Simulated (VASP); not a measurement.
# Zr (P6_3/mmc) in VASP: settings compared, part 2 of 2

VASP 6.6.1. The steps go on from the part before.

## Step 4: Single point, PBE

Input file INCAR:

```
SYSTEM = Zr
PREC = Accurate ; ENCUT = 500
EDIFF = 1E-6 ; ISMEAR = -1
SIGMA = 0.05 ; LREAL = .False.
LASPH = .True. ; NELM = 120
ALGO = Normal ; ISIF = 2
LWAVE = .False. ; LCHARG = .True.
GGA = PE ; LELF = .True.
LVHAR = .True. ; NBANDS = 19
GGA_COMPAT = .False.
```

Input file KPOINTS:

```
regular mesh
0
Gamma
  5 5 3
  0 0 0
```

Input file POSCAR:

```
Zr
1.0
    3.2320000000      0.0000000000      0.0000000000
   -1.6160000000      2.7989941050      0.0000000000
    0.0000000000      0.0000000000      5.1470000000
Zr
2
Direct
    0.6666666667      0.3333333333      0.7500000000
    0.3333333333      0.6666666667      0.2500000000
```

Potentials or basis: VASP PAW PBE potentials, release 64 (Zr_sv).

Command:

```bash
$ cat potpaw_PBE.64/Zr_sv/POTCAR > POTCAR
$ mpirun -np 1 vasp_std > vasp.out
```

OUTCAR:

```text
SYSTEM = Zr
   PREC = Accurate
   ENCUT = 500
   EDIFF = 1E-6
   ISMEAR = -1
   LREAL = .False.
   LASPH = .True.
   NELM = 120
   ISIF = 2
   GGA = PE

 ion  position               nearest neighbor table
   1  0.667  0.333  0.750-   2 3.18   2 3.18   2 3.18   2 3.18   2 3.18   2 3.18
   2  0.333  0.667  0.250-   1 3.18   1 3.18   1 3.18   1 3.18   1 3.18   1 3.18

  LATTYP: Found a hexagonal cell.
 ALAT       =     3.2320000000
 C/A-ratio  =     1.5925123762

  Lattice vectors:

 A1 = (   3.2320000000,   0.0000000000,   0.0000000000)
 A2 = (  -1.6160000000,   2.7989941050,   0.0000000000)
 A3 = (   0.0000000000,   0.0000000000,   5.1470000000)

Analysis of symmetry for initial positions (statically):
=====================================================================
 Subroutine PRICEL returns:
 Original cell was already a primitive cell.

 Routine SETGRP: Setting up the symmetry group for a
 hexagonal supercell.

 Subroutine GETGRP returns: Found 24 space group operations
 (whereof 12 operations were pure point group operations)
 out of a pool of 24 trial point group operations.

The static configuration has the point symmetry D_3d.
 The point group associated with its full space group is D_6h.

Analysis of symmetry for dynamics (positions and initial velocities):
=====================================================================
 Subroutine PRICEL returns:
 Original cell was already a primitive cell.

 Routine SETGRP: Setting up the symmetry group for a
 hexagonal supercell.

 Subroutine GETGRP returns: Found 24 space group operations
 (whereof 12 operations were pure point group operations)
 out of a pool of 24 trial point group operations.

The dynamic configuration has the point symmetry D_3d.
 The point group associated with its full space group is D_6h.

[... 95 lines left out ...]
   NUPDOWN=      -1.0000    fix difference up-down
   EMIN   =  10.00;   EMAX   =-10.00  energy-range for DOS
   EFERMI =   0.00;   METHOD = LEGACY
   ISMEAR =    -1;   SIGMA  =   0.05  broadening in eV -4-tet -1-fermi 0-gaus
   EFERMI_NEDOS =   21; number of points for ismear=-14 and -15
   IALGO  =     38    algorithm
   IMIX   =      4    mixing-type and parameters
     AMIX     =   0.40;   BMIX     =  1.00
     AMIX_MAG =   1.60;   BMIX_MAG =  1.00
  volume/ion in A,a.u.               =      23.28       157.11
  Fermi-wavevector in a.u.,A,eV,Ry     =   1.312611  2.480475 23.442130  1.722948
  Thomas-Fermi vector in A             =   2.442991
   LORBIT       =      0    0 simple, 1 ext, 2 COOP (PROOUT), +10 PAW based schemes
   GGA     = PE    functional components
   LHFCALC =     F    Hartree Fock is set to
   AEXX    =    0.0000 exact exchange contribution
   IVDW    =     0    specifies the selected vdW correction
   LEPSILON=     F    determine dielectric tensor
   LRPA    =     F    only Hartree local field effects (RPA)
 non-spin polarized calculation
  energy-cutoff  :      500.00
  volume of cell :       46.56
 maximum number of plane-waves:      1192
 NGX is ok and might be reduce to    24
   NGX = 11   NGY = 11   NGZ = 19

 number of electron      24.0000000 magnetization

 Free energy of the ion-electron system (eV)
  ---------------------------------------------------
  ext. energy  EPLUGINS =         0.00000000
  ---------------------------------------------------
  free energy    TOTEN  =       -17.05136673 eV

  energy without entropy =      -17.03203036  energy(sigma->0) =      -17.04169855

 E-fermi :   8.8632     XC(G=0): -11.0840

 val. band max:        8.8184188281   @ k =   0.2000   0.0000   0.3333
 cond. band min:       9.1251522158   @ k =   0.0000   0.0000   0.3333
 fundamental gap:      0.3067333878
 Fermi energy:         8.8632435143

 k-point     1 :       0.0000    0.0000    0.0000
  band No.  band energies     occupation
      1     -39.8559      2.00000
      2     -39.7014      2.00000
      3     -18.3884      2.00000
      4     -17.5031      2.00000
      5     -17.5031      2.00000
      6     -17.3827      2.00000
[... 197 lines left out ...]
      6     -17.7342      2.00000
[... 11 lines left out ...]
     18      13.9288      0.00000
     19      15.5781      0.00000

------------------------ aborting loop because EDIFF is reached ----------------------------------------

  FORCE on cell =-STRESS in cart. coord.  units (eV):
  Direction    XX          YY          ZZ          XY          YZ          ZX
  --------------------------------------------------------------------------------------
  -------------------------------------------------------------------------------------
  Total        0.3881399      0.3881399     -0.1236103     -0.0000000      0.0000000      0.0000000
  in kB       13.3558456     13.3558456     -4.2534138     -0.0000000      0.0000000      0.0000000
  external PRESSURE =       7.4860925 kB  Pullay stress =       0.0000000 kB

 VOLUME and BASIS-vectors are now :
 -----------------------------------------------------------------------------
  energy-cutoff  :      500.00
  volume of cell :       46.56
      direct lattice vectors                 reciprocal lattice vectors
     3.232000000  0.000000000  0.000000000     0.309405941  0.178635603  0.000000000
    -1.616000000  2.798994105  0.000000000     0.000000000  0.357271206  0.000000000
     0.000000000  0.000000000  5.147000000     0.000000000  0.000000000  0.194287935

 POSITION                                       TOTAL-FORCE (eV/Angst)
 -----------------------------------------------------------------------------------
      1.61600      0.93300      3.86025        -0.000000     -0.000000      0.000000
     -0.00000      1.86600      1.28675         0.000000      0.000000      0.000000
 -----------------------------------------------------------------------------------
    total drift:                               -0.000000      0.000000     -0.000000

  FREE ENERGIE OF THE ION-ELECTRON SYSTEM (eV)
  ---------------------------------------------------
  free  energy   TOTEN  =       -17.0513667334 eV

  energy  without entropy=      -17.0320303625  energy(sigma->0) =      -17.04169855
```

Wall time 7.2 s (1 thread of AMD EPYC 7R43 (Zen 3), shared host); peak memory 0.11 GiB.

Results:

* Free energy: -17.0514 eV
* Pressure: 0.7 GPa
* Band gap on the k mesh: zero (band 12 reaches 9.86 eV, above the bottom of band 13 at 8.80 eV)

Stress tensor (GPa, compression positive):
```
 1.34  0.00  0.00
 0.00  1.34  0.00
 0.00  0.00 -0.43
```

Levels at points of the mesh, in eV from the Fermi level:
| k point | band 9 | band 10 | band 11 | band 12 | band 13 | band 14 | band 15 | band 16 |
| --- | --- | --- | --- | --- | --- | --- | --- | --- |
| (0.00, 0.00, 0.00) | -5.53 | -2.91 | 0.99 | 0.99 | 1.13 | 1.30 | 1.69 | 1.69 |

Caveat: the k points lie up to 0.45 Å⁻¹ apart.

## Step 5: Single point, RPBE+D4

This run uses another cell than the first one, of 21.88 Å³/atom, 0.940 times its volume.

Input file INCAR:

```
  PREC = Accurate
  ENCUT = 500
  EDIFF = 1E-6
  ISMEAR = -1
  SIGMA = 0.05
  LREAL = False
  LASPH = True
  NELM = 120
  ALGO = Normal
  ISIF = 2
  LWAVE = False
  LCHARG = False
  GGA = RP
  IVDW = 13
  NBANDS = 19
  GGA_COMPAT = False
```

Input file KPOINTS:

```
regular mesh
0
Gamma
  9 9 5
```

Input file POSCAR:

```
Zr
1.0
    3.1660223034      0.0000000000      0.0000000000
   -1.5830111517      2.7418557436      0.0000000000
    0.0000000000      0.0000000000      5.0419297016
Zr
2
Direct
    0.6666666667      0.3333333333      0.7500000000
    0.3333333333      0.6666666667      0.2500000000
```

Command:

```bash
$ cat potpaw_PBE.64/Zr_sv/POTCAR > POTCAR
$ mpirun -np 1 vasp_std > vasp.out
```

It took 18 s on 1 thread of AMD EPYC 7R43 (Zen 3), shared host; peak memory 0.13 GiB.

The run converged. Its results:

* Free energy: -16.8095 eV
* Pressure: 6.8 GPa
* Band gap on the k mesh: zero (band 12 reaches 10.66 eV, above the bottom of band 13 at 9.55 eV)
* Dispersion energy per atom: -0.359 eV

Stress tensor (GPa, compression positive):
```
6.35 0.00 0.00
0.00 6.35 0.00
0.00 0.00 7.80
```

Levels at points of the mesh, in eV from the Fermi level:
```tsv
k point	band 8	band 9	band 10	band 11	band 12	band 13	band 14	band 15	band 16	band 17
(0.00, 0.00, 0.00)	-26.19	-5.77	-3.21	0.86	0.86	1.03	1.39	1.61	1.61	2.24
```

Caveat: the PAW data sets were made with another functional, which shifts forces and pressure a little; pairwise dispersion overbinds metals, which lowers pressure and volume.

## Step 6: Single point, RPBE+D4

This run uses another cell than the first one, of 22.35 Å³/atom, 0.960 times its volume.

Input file INCAR:

```
SYSTEM = Zr
PREC = Accurate
ENCUT = 500
EDIFF = 1E-6
ISMEAR = -1
SIGMA = 0.05
LREAL = .FALSE.
LASPH = .TRUE.
NELM = 120
ALGO = Normal
ISIF = 2
LWAVE = .FALSE.
LCHARG = .FALSE.
GGA = RP
IVDW = 13
NBANDS = 19
GGA_COMPAT = .FALSE.
```

Input file KPOINTS:

```
regular mesh
0
G
  9 9 5
  0 0 0
```

Input file POSCAR:

```
Zr
1.0
    3.1883189697      0.0000000000      0.0000000000
   -1.5941594848      2.7611652231      0.0000000000
    0.0000000000      0.0000000000      5.0774374186
Zr
2
Direct
    0.6666666667      0.3333333333      0.7500000000
    0.3333333333      0.6666666667      0.2500000000
```

Potentials or basis: VASP PAW PBE potentials, release 64 (Zr_sv).

Command:

```bash
$ cat potpaw_PBE.64/Zr_sv/POTCAR > POTCAR
$ mpirun -np 1 vasp_std > vasp.out
```

Wall time 18 s (1 thread of AMD EPYC 7R43 (Zen 3), shared host); peak memory 0.13 GiB.

It converged, with:

| Quantity | Value |
| --- | --- |
| Free energy | -16.8428 eV |
| Pressure | 4.5 GPa |
| Band gap on the k mesh | zero (band 12 reaches 10.42 eV, above the bottom of band 13 at 9.30 eV) |
| Dispersion energy per atom | -0.352 eV |

Stress tensor (GPa, compression positive):
```
4.10 0.00 0.00
0.00 4.10 0.00
0.00 0.00 5.34
```

Levels at points of the mesh, in eV from the Fermi level:
```csv
k point,band 10,band 11,band 12,band 13,band 14,band 15
"(0.00, 0.00, 0.00)",-3.15,0.86,0.86,1.02,1.30,1.59
```

Caveat: the PAW data sets were made with another functional, which shifts forces and pressure a little; pairwise dispersion overbinds metals, which lowers pressure and volume.

## Step 7: Summary

| level | potentials or basis | spin | cell | k mesh | cutoff (eV) | grid for exact exchange (PRECFOCK) | share of exact exchange | screening parameter | gap on the mesh (eV) | pressure (GPa) |
| --- | --- | --- | --- | --- | --- | --- | --- | --- | --- | --- |
| LDA | VASP PAW LDA potentials, release 64 (Zr_sv) | non-collinear, zero start, SOC | a = 3.232, b = 3.232, c = 5.147 Å, angles 90.0, 90.0, 120.0°, 2 atoms | 7 × 7 × 4 | 520 | - | - | - | - | -6.0 |
| PBE-based screened hybrid | VASP PAW PBE potentials, release 64 (Zr_sv) | off | a = 3.232, b = 3.232, c = 5.147 Å, angles 90.0, 90.0, 120.0°, 2 atoms | 5 × 5 × 3 | 520 | Normal | 0.25 | 0.3 1/Å | none | 0.5 |
| PBE | VASP PAW PBE potentials, release 64 (Zr_sv) | off | a = 3.232, b = 3.232, c = 5.147 Å, angles 90.0, 90.0, 120.0°, 2 atoms | 5 × 5 × 3 | 500 | - | - | - | none | 0.7 |
| RPBE+D4 | VASP PAW PBE potentials, release 64 (Zr_sv) | off | a = 3.166, b = 3.166, c = 5.042 Å, angles 90.0, 90.0, 120.0°, 2 atoms | 9 × 9 × 5 | 500 | - | - | - | none | 6.8 |
| RPBE+D4 | VASP PAW PBE potentials, release 64 (Zr_sv) | off | a = 3.188, b = 3.188, c = 5.077 Å, angles 90.0, 90.0, 120.0°, 2 atoms | 9 × 9 × 5 | 500 | - | - | - | none | 4.5 |

Alike in all rows: task single point; smearing fermi-dirac 0.05 eV.

Caveats: some runs use coarse meshes; the PAW data sets were made with another functional, which shifts forces and pressure a little (some runs); pairwise dispersion overbinds metals, which lowers pressure and volume (some runs).

Total energies depend on the potentials used, so only differences within one code and one set of settings carry meaning.
